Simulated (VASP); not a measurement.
Set up this calculation in VASP 6.6.1, as the native input.

* Task: single point
* Functional: r2SCAN
* Potentials or basis: VASP PAW PBE potentials, release 64 (Ga_d, O)
* Cutoff: 520 eV
* k mesh: 8 × 8 × 4
* Occupations: gaussian, width 0.01 eV
* Spin: no spin polarisation
* Dipole correction: no
* Further INCAR settings: ALGO = Normal; EDIFF = 1e-06; NBANDS = 55

Crystal: Ga2O3.

```
Ga O
1.0
     6.12732   -1.51957    0.00242
     6.12732    1.51957    0.00242
    -1.38836    0.00000    5.63999
Ga O
4 6
Direct
  0.09051 0.09051 0.79477
  0.90949 0.90949 0.20523
  0.65874 0.65874 0.31444
  0.34126 0.34126 0.68556
  0.16421 0.16421 0.10913
  0.83579 0.83579 0.89087
  0.17335 0.17335 0.56354
  0.82665 0.82665 0.43646
  0.49630 0.49630 0.25625
  0.50370 0.50370 0.74375
```

These files were run (other wordings do the same):

POSCAR

```
Ga2O3
1.0
    6.1273167065     -1.5195688756      0.0024223376
    6.1273167065      1.5195688756      0.0024223376
   -1.3883634538      0.0000000000      5.6399882386
Ga O
4 6
Direct
    0.0905090396      0.0905090396      0.7947708018
    0.9094909604      0.9094909604      0.2052291982
    0.6587414105      0.6587414105      0.3144430204
    0.3412585895      0.3412585895      0.6855569796
    0.1642083157      0.1642083157      0.1091311940
    0.8357916843      0.8357916843      0.8908688060
    0.1733450762      0.1733450762      0.5635356637
    0.8266549238      0.8266549238      0.4364643363
    0.4962956556      0.4962956556      0.2562504805
    0.5037043444      0.5037043444      0.7437495195
```

INCAR.step1

```
SYSTEM = Ga2O3
ALGO     = Normal         ! electronic algorithm
EDIFF    = 1E-4           ! SCF threshold, eV
ENCUT    = 520            ! plane-wave cutoff, eV
GGA      = PE             ! functional
ISMEAR   = 0              ! smearing method
LASPH    = .TRUE.         ! aspherical terms in the spheres
LCHARG   = .FALSE.        ! write CHGCAR
LREAL    = .FALSE.        ! projectors in reciprocal space
LWAVE    = .TRUE.         ! write WAVECAR
NBANDS   = 55             ! bands
NELM     = 80             ! most SCF steps
PREC     = Accurate       ! precision mode
SIGMA    = 0.01           ! smearing width, eV
```

INCAR.step2

```
SYSTEM = Ga2O3
ALGO     = Normal         ! electronic algorithm
EDIFF    = 1E-6           ! SCF threshold, eV
ENCUT    = 520            ! plane-wave cutoff, eV
ISIF     = 2              ! what is computed and relaxed
ISMEAR   = 0              ! smearing method
ISTART   = 1            
LASPH    = .TRUE.         ! aspherical terms in the spheres
LCHARG   = .FALSE.        ! write CHGCAR
LMIXTAU  = .TRUE.       
LREAL    = .FALSE.        ! projectors in reciprocal space
LWAVE    = .FALSE.        ! write WAVECAR
METAGGA  = R2SCAN         ! meta-GGA
NBANDS   = 55             ! bands
NELM     = 80             ! most SCF steps
PREC     = Accurate       ! precision mode
SIGMA    = 0.01           ! smearing width, eV
```

KPOINTS

```
k-points
0
G
  8 8 4
  0 0 0
```

Potentials or basis: VASP PAW PBE potentials, release 64 (Ga_d, O).

Launch:

```bash
$ cat potpaw_PBE.64/Ga_d/POTCAR potpaw_PBE.64/O/POTCAR > POTCAR
$ cp INCAR.step1 INCAR
$ mpirun -np 1 vasp_std > vasp.out
$ cp INCAR.step2 INCAR
$ mpirun -np 1 vasp_std > vasp.out
```

Results of the run:

- Pressure: 1.9 GPa
- Largest force: 0.083 eV/Å
- Band gap on the k mesh: 3.01 eV (least direct gap 3.04 eV)

Caveat: the PAW data sets were made with another functional, which shifts forces and pressure a little.

Wall time 35 min on 1 thread of AMD EPYC 9R45 96-Core Processor (Zen 5), on a shared host, peak memory 0.53 GiB.
